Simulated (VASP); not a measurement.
# MgS (Niningerite) (Fm-3m) in VASP: a series of runs

Aim: see how the results for MgS (Niningerite) move with the level of theory and the settings. Levels: PBEsol, PBEsol+D3(BJ), PBE. Tasks: single point.

All numbers are computed with VASP 6.6.1; they aren't measurements. Logs are shortened: lines on timing, memory, paths and dates and some standing lists are left out, and cuts for length are marked.

**1. The cell of the first run**

Symmetry: Fm-3m, No. 225, cubic system. Conventional cell: a = 5.182 Å, b = 5.182 Å, c = 5.182 Å, α = 90.00°, β = 90.00°, γ = 90.00°. Within 3.4 Å of S (site symmetry m-3m) lie 6 Mg at 2.59 Å. Within 3.4 Å of Mg (site symmetry m-3m) lie 6 S at 2.59 Å.

**2. Single point, PBEsol**

INCAR reads:

```
SYSTEM = MgS
PREC = Accurate
ENCUT = 520
EDIFF = 1E-6
ISMEAR = -1
SIGMA = 0.05
LREAL = .FALSE.
LASPH = .TRUE.
NELM = 100
ALGO = Normal
ISIF = 2
LWAVE = .FALSE.
LCHARG = .TRUE.
GGA = PS
LELF = .TRUE.
LVHAR = .TRUE.
NBANDS = 11
```

KPOINTS reads:

```
Automatic mesh
0
G
  9 9 9
  0 0 0
```

POSCAR reads:

```
MgS
1.0
    0.0000000000      2.5909692035      2.5909692035
    2.5909692035      0.0000000000      2.5909692035
    2.5909692035      2.5909692035      0.0000000000
S Mg
1 1
Direct
    0.5000000000      0.5000000000      0.5000000000
    0.0000000000      0.0000000000      0.0000000000
```

Potentials or basis: VASP PAW PBE potentials, release 64 (S, Mg).

Started as:

```sh
$ cat potpaw_PBE.64/S/POTCAR potpaw_PBE.64/Mg/POTCAR > POTCAR
$ mpirun -np 1 vasp_std > vasp.out
```

OUTCAR:

```text
SYSTEM = MgS
   PREC = Accurate
   ENCUT = 520
   EDIFF = 1E-6
   ISMEAR = -1
   LREAL = .FALSE.
   LASPH = .TRUE.
   NELM = 100
   ISIF = 2
   GGA = PS

 ion  position               nearest neighbor table
   1  0.500  0.500  0.500-   2 2.59   2 2.59   2 2.59   2 2.59   2 2.59   2 2.59
   2  0.000  0.000  0.000-   1 2.59   1 2.59   1 2.59   1 2.59   1 2.59   1 2.59

  LATTYP: Found a face centered cubic cell.
 ALAT       =     5.1819384070

  Lattice vectors:

 A1 = (   0.0000000000,   2.5909692035,   2.5909692035)
 A2 = (   2.5909692035,   0.0000000000,   2.5909692035)
 A3 = (   2.5909692035,   2.5909692035,   0.0000000000)

Analysis of symmetry for initial positions (statically):
[... 33 lines left out ...]
                                     Primitive cell

  volume of cell :      34.7870

  direct lattice vectors                    reciprocal lattice vectors
     0.000000000  2.590969203  2.590969203    -0.192977979  0.192977979  0.192977979
     2.590969203  0.000000000  2.590969203     0.192977979 -0.192977979  0.192977979
     2.590969203  2.590969203  0.000000000     0.192977979  0.192977979 -0.192977979

  length of vectors
     3.664183787  3.664183787  3.664183787     0.334247664  0.334247664  0.334247664

  position of ions in fractional coordinates (direct lattice)
[... 8 lines left out ...]
----------------------------------------------------------------------------------------

 KPOINTS: Automatic mesh

Automatic generation of k-mesh.
 Grid dimensions read from file:
 generate k-points for:    9    9    9

 Generating k-lattice:

  Cartesian coordinates                     Fractional coordinates (reciprocal lattice)
    -0.021441998  0.021441998  0.021441998     0.111111111  0.000000000  0.000000000
     0.021441998 -0.021441998  0.021441998     0.000000000  0.111111111  0.000000000
     0.021441998  0.021441998 -0.021441998     0.000000000  0.000000000  0.111111111

  Length of vectors
     0.037138629  0.037138629  0.037138629

  Shift w.r.t. Gamma in fractional coordinates (k-lattice)
     0.000000000  0.000000000  0.000000000

 Subroutine IBZKPT returns following result:
 ===========================================

 Found     35 irreducible k-points:

 Following reciprocal coordinates:
            Coordinates               Weight
  0.000000  0.000000  0.000000      1.000000
  0.111111  0.000000  0.000000      8.000000
  0.222222  0.000000  0.000000      8.000000
  0.333333  0.000000  0.000000      8.000000
  0.444444  0.000000  0.000000      8.000000
  0.111111  0.111111  0.000000      6.000000
[... 16 lines left out ...]
 -0.333333  0.333333  0.000000     12.000000
  0.444444  0.444444  0.000000      6.000000
 [... further k-points ...]
   k-points           NKPTS =     35   k-points in BZ     NKDIM =     35   number of bands    NBANDS=     11
   number of dos      NEDOS =    301   number of ions     NIONS =      2
   total plane-waves  NPLWV =  21952
   dimension x,y,z NGX =    28 NGY =   28 NGZ =   28
   dimension x,y,z NGXF=    56 NGYF=   56 NGZF=   56
   ions per type =               1   1
   NGX,Y,Z   is equivalent  to a cutoff of  12.70, 12.70, 12.70 a.u.
   NGXF,Y,Z  is equivalent  to a cutoff of  25.41, 25.41, 25.41 a.u.
 SYSTEM =  MgS
   PREC   = accura    normal or accurate (medium, high low for compatibility)
   ISTART =      0    job   : 0-new  1-cont  2-samecut
   ICHARG =      2    charge: 1-file 2-atom 10-const
   ISPIN  =      1    spin polarized calculation?
   LNONCOLLINEAR =      F non collinear calculations
   LSORBIT =      F    spin-orbit coupling
   LASPH  =      T    aspherical Exc in radial PAW
   ENCUT  =  520.0 eV  38.22 Ry    6.18 a.u.   6.81  6.81  6.81*2*pi/ulx,y,z
   NELM   =    100;   NELMIN=  2; NELMDL= -5     # of ELM steps
   EDIFF  = 0.1E-05   stopping-criterion for ELM
   LREAL  =      F    real-space projection
   EDIFFG = 0.1E-04   stopping-criterion for IOM
   NSW    =      0    number of steps for IOM
   IBRION =     -1    ionic relax: 0-MD 1-quasi-New 2-CG
[... 8 lines left out ...]
   EMIN   =  10.00;   EMAX   =-10.00  energy-range for DOS
   EFERMI =   0.00;   METHOD = LEGACY
   ISMEAR =    -1;   SIGMA  =   0.05  broadening in eV -4-tet -1-fermi 0-gaus
   EFERMI_NEDOS =   21; number of points for ismear=-14 and -15
   IALGO  =     38    algorithm
   IMIX   =      4    mixing-type and parameters
     AMIX     =   0.40;   BMIX     =  1.00
     AMIX_MAG =   1.60;   BMIX_MAG =  1.00
  volume/ion in A,a.u.               =      17.39       117.38
  Fermi-wavevector in a.u.,A,eV,Ry     =   1.002996  1.895388 13.687477  1.006001
  Thomas-Fermi vector in A             =   2.135519
   LORBIT       =      0    0 simple, 1 ext, 2 COOP (PROOUT), +10 PAW based schemes
   GGA     = PS    functional components
   LHFCALC =     F    Hartree Fock is set to
   AEXX    =    0.0000 exact exchange contribution
   IVDW    =     0    specifies the selected vdW correction
   LEPSILON=     F    determine dielectric tensor
   LRPA    =     F    only Hartree local field effects (RPA)
 non-spin polarized calculation
  energy-cutoff  :      520.00
  volume of cell :       34.79
 maximum number of plane-waves:       954
   NGX = 13   NGY = 13   NGZ = 13

 number of electron       7.9999999 magnetization

 Free energy of the ion-electron system (eV)
  ---------------------------------------------------
  ext. energy  EPLUGINS =         0.00000000
  ---------------------------------------------------
  free energy    TOTEN  =        -9.07521919 eV

  energy without entropy =       -9.07521919  energy(sigma->0) =       -9.07521919

 E-fermi :   4.7856     XC(G=0):  -9.8878

 val. band max:        3.7863307673   @ k =   0.0000   0.0000   0.0000
 cond. band min:       6.6464052051   @ k =   0.4444   0.4444   0.0000
 fundamental gap:      2.8600744377
 Fermi energy:         4.7855998609

 k-point     1 :       0.0000    0.0000    0.0000
  band No.  band energies     occupation
      1      -8.9683      2.00000
      2       3.7863      2.00000
      3       3.7863      2.00000
      4       3.7863      2.00000
      5       7.4764      0.00000
      6      11.6325      0.00000
      7      11.6325      0.00000
      8      11.6325      0.00000
      9      14.1113      0.00000
     10      14.1113      0.00000
     11      16.1113      0.00000

 k-point     2 :       0.1111    0.0000    0.0000
  band No.  band energies     occupation
      1      -8.8447      2.00000
      2       2.8961      2.00000
      3       3.7013      2.00000
      4       3.7013      2.00000
      5       8.1636      0.00000
      6      11.3396      0.00000
      7      11.8552      0.00000
      8      11.8552      0.00000
      9      13.5403      0.00000
     10      13.5403      0.00000
     11      16.5081      0.00000

 k-point     3 :       0.2222    0.0000    0.0000
  band No.  band energies     occupation
      1      -8.5009      2.00000
      2       1.3009      2.00000
      3       3.5045      2.00000
      4       3.5045      2.00000
      5       8.6873      0.00000
      6      11.7025      0.00000
      7      11.7025      0.00000
      8      11.7494      0.00000
      9      13.7205      0.00000
     10      13.7205      0.00000
     11      15.8080      0.00000

 k-point     4 :       0.3333    0.0000    0.0000
  band No.  band energies     occupation
      1      -8.0360      2.00000
      2      -0.1542      2.00000
      3       3.3062      2.00000
      4       3.3062      2.00000
      5       8.4548      0.00000
      6      11.0601      0.00000
      7      11.0601      0.00000
      8      13.1776      0.00000
      9      15.2616      0.00000
     10      15.2616      0.00000
     11      15.2625      0.00000

 k-point     5 :       0.4444    0.0000    0.0000
  band No.  band energies     occupation
      1      -7.6669      2.00000
      2      -1.0507      2.00000
      3       3.1884      2.00000
      4       3.1884      2.00000
      5       8.2348      0.00000
      6      10.6765      0.00000
      7      10.6765      0.00000
      8      13.9515      0.00000
      9      15.6354      0.00000
     10      17.3791      0.00000
     11      17.3791      0.00000
[... 211 lines left out ...]
 k-point    21 :       0.4444    0.3333    0.0000
  band No.  band energies     occupation
      1      -7.4571      2.00000
      2      -0.1509      2.00000
      3       1.8430      2.00000
      4       2.2685      2.00000
      5       7.3556      0.00000
      6       8.7570      0.00000
      7      13.8573      0.00000
      8      14.5376      0.00000
      9      16.4355      0.00000
     10      17.7376      0.00000
     11      20.5175      0.00000

 k-point    22 :      -0.4444    0.3333    0.0000
  band No.  band energies     occupation
      1      -7.2636      2.00000
      2      -0.2100      2.00000
      3       0.9136      2.00000
      4       2.3468      2.00000
      5       7.5707      0.00000
      6      10.0212      0.00000
      7      13.5991      0.00000
      8      13.6657      0.00000
      9      16.2013      0.00000
     10      17.9465      0.00000
     11      20.3630      0.00000

 k-point    23 :      -0.3333    0.3333    0.0000
  band No.  band energies     occupation
      1      -7.2944      2.00000
      2       0.0538      2.00000
      3       0.3533      2.00000
      4       2.6082      2.00000
      5       8.1378      0.00000
      6      11.4761      0.00000
      7      12.6799      0.00000
      8      12.9807      0.00000
      9      15.4762      0.00000
     10      16.1943      0.00000
     11      20.4939      0.00000

 k-point    24 :       0.4444    0.4444    0.0000
  band No.  band energies     occupation
      1      -7.2918      2.00000
      2      -0.4398      2.00000
      3       2.0894      2.00000
      4       2.0894      2.00000
      5       6.6464      0.00000
      6       8.0548      0.00000
      7      15.4235      0.00000
      8      16.5218      0.00000
      9      16.8003      0.00000
     10      16.8003      0.00000
     11      20.1163      0.00000

 [... further k-points ...]
[... 5 lines left out ...]
  --------------------------------------------------------------------------------------
  -------------------------------------------------------------------------------------
  Total       -0.0459487     -0.0459487     -0.0459487      0.0000000      0.0000000     -0.0000000
  in kB       -2.1162527     -2.1162527     -2.1162527      0.0000000      0.0000000     -0.0000000
  external PRESSURE =      -2.1162527 kB  Pullay stress =       0.0000000 kB

 VOLUME and BASIS-vectors are now :
 -----------------------------------------------------------------------------
  energy-cutoff  :      520.00
  volume of cell :       34.79
      direct lattice vectors                 reciprocal lattice vectors
     0.000000000  2.590969203  2.590969203    -0.192977979  0.192977979  0.192977979
     2.590969203  0.000000000  2.590969203     0.192977979 -0.192977979  0.192977979
     2.590969203  2.590969203  0.000000000     0.192977979  0.192977979 -0.192977979

 POSITION                                       TOTAL-FORCE (eV/Angst)
 -----------------------------------------------------------------------------------
      2.59097      2.59097      2.59097        -0.000000     -0.000000     -0.000000
      0.00000      0.00000      0.00000         0.000000      0.000000      0.000000
 -----------------------------------------------------------------------------------
    total drift:                                0.000000      0.000000      0.000000

  FREE ENERGIE OF THE ION-ELECTRON SYSTEM (eV)
  ---------------------------------------------------
  free  energy   TOTEN  =        -9.0752191931 eV

  energy  without entropy=       -9.0752191931  energy(sigma->0) =       -9.07521919
```

Run time: 12 s. Hardware: 1 thread of Intel Xeon Platinum 8375C at 2.90GHz (Ice Lake), shared host; peak memory 0.16 GiB.

Results:

```yaml
Free_energy: -9.0752 eV
Pressure: -0.2 GPa
Band_gap_on_the_k_mesh: 2.86 eV, indirect (least direct gap 3.69 eV)
```

Caveat: the PAW data sets were made with another functional, which shifts forces and pressure a little. A k mesh can miss the band edges.

**3. Single point, PBEsol+D3(BJ)**

This run uses another cell than the first one, of 17.61 Å³/atom, 1.012 times its volume.

INCAR reads:

```
PREC = Accurate ; ENCUT = 520
EDIFF = 1E-6 ; ISMEAR = -1
SIGMA = 0.05 ; LREAL = F
LASPH = T ; NELM = 60
ALGO = Normal ; ISIF = 2
LWAVE = F ; LCHARG = F
GGA = PS ; IVDW = 12
NBANDS = 11
```

KPOINTS reads:

```
Automatic mesh
0
Gamma
  9 9 9
```

POSCAR reads:

```
MgS
1.0
    0.0000000000      2.6016500000      2.6016500000
    2.6016500000      0.0000000000      2.6016500000
    2.6016500000      2.6016500000      0.0000000000
S Mg
1 1
Direct
    0.5000000000      0.5000000000      0.5000000000
    0.0000000000      0.0000000000      0.0000000000
```

Potentials or basis: VASP PAW PBE potentials, release 64 (S, Mg).

Started as:

```sh
$ cat potpaw_PBE.64/S/POTCAR potpaw_PBE.64/Mg/POTCAR > POTCAR
$ mpirun -np 1 vasp_std > vasp.out
```

It took 13 s on 1 thread of Intel Xeon Platinum 8375C at 2.90GHz (Ice Lake), shared host; peak memory 0.17 GiB.

It converged, with:

```yaml
Free_energy: -9.6748 eV
Pressure: -3.9 GPa
Band_gap_on_the_k_mesh: 2.83 eV, indirect (least direct gap 3.59 eV)
Dispersion_energy_per_atom: -0.301 eV
```

Levels at points of the mesh, in eV from the valence-band top:
| k point | band 2 | band 3 | band 4 | band 5 | band 6 | band 7 |
| --- | --- | --- | --- | --- | --- | --- |
| (0.00, 0.00, 0.00) | 0.00 | 0.00 | 0.00 | 3.59 | 7.85 | 7.85 |

Caveat: three body term missing; the PAW data sets were made with another functional, which shifts forces and pressure a little. A k mesh can miss the band edges.

**4. Single point, PBE**

This run uses another cell than the first one, of 17.61 Å³/atom, 1.012 times its volume.

INCAR reads:

```
PREC = Accurate
ENCUT = 520
EDIFF = 1E-6
ISMEAR = -1
SIGMA = 0.05
LREAL = False
LASPH = True
NELM = 80
ALGO = Normal
ISIF = 2
LWAVE = False
LCHARG = False
GGA = PE
NBANDS = 11
```

KPOINTS reads:

```
regular mesh
0
Gamma
  9 9 9
```

POSCAR is that of step 3.

Started as:

```sh
$ cat potpaw_PBE.64/S/POTCAR potpaw_PBE.64/Mg/POTCAR > POTCAR
$ mpirun -np 1 vasp_std > vasp.out
```

Run time: 14 s. Hardware: 1 thread of Intel Xeon Platinum 8375C at 2.90GHz (Ice Lake), shared host; peak memory 0.16 GiB.

Results (log left out):

- Free energy: -8.5020 eV
- Pressure: 0.9 GPa
- Band gap on the k mesh: 2.91 eV, indirect (least direct gap 3.71 eV)

Levels at points of the mesh, in eV from the valence-band top:
```tsv
k point	band 1	band 2	band 3	band 4	band 5	band 6	band 7	band 8
(0.00, 0.00, 0.00)	-12.67	0.00	0.00	0.00	3.71	7.95	7.95	7.95
```

**5. Overview**

| level | cell | gap on the mesh (eV) | pressure (GPa) |
| --- | --- | --- | --- |
| PBEsol | a = 3.664 Å, angles 60.0°, 2 atoms | 2.86 | -0.2 |
| PBEsol+D3(BJ) | a = 3.679 Å, angles 60.0°, 2 atoms | 2.83 | -3.9 |
| PBE | a = 3.679 Å, angles 60.0°, 2 atoms | 2.91 | 0.9 |

Alike in all rows: task single point; potentials or basis VASP PAW PBE potentials, release 64 (S, Mg); no spin polarisation; k mesh 9 × 9 × 9; cutoff (eV) 520; smearing fermi-dirac 0.05 eV.

Caveats: the PAW data sets were made with another functional, which shifts forces and pressure a little (some runs); three body term missing (some runs).

Total energies depend on the potentials used, so only differences within one code and one set of settings carry meaning.
